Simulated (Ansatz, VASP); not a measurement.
## One calculation of Cr, two programs

```
Cr
1.0
     2.46806    0.00000    0.00000
    -1.23403    2.13741    0.00000
     0.00000    0.00000    4.40258
Cr
2
Direct
  0.33333 0.66667 0.25000
  0.66667 0.33333 0.75000
```

Alike in both runs: task single point; functional LDA; k mesh 17 × 17 × 8; occupations fermi-dirac, width 0.1 eV; no spin polarisation.

```csv
,VASP,Ansatz
version,VASP 6.6.1,Ansatz 0.2.0
potentials or method,"VASP PAW LDA potentials, release 64 (Cr_pv), cutoff 520 eV","plane waves (420 eV) with PAW, scalar-relativistic"
valence electrons in the cell,24,28
```

|  | VASP | Ansatz | Ansatz less VASP |
| --- | --- | --- | --- |
| pressure (GPa) | -9.9 | -9.9 | -0.01 |
| traceless stress, the component that is largest in VASP (GPa) | 0.68 | 0.69 | +0.012 |

Ansatz warns that its potentials were made for another functional, while VASP's fit it. LDA's correlation is that of Perdew and Zunger in VASP and of Perdew and Wang (1992) in Ansatz. VASP's potentials hold 24 valence electrons a cell and Ansatz's 28, so a difference there can come from the potentials and not from the codes.
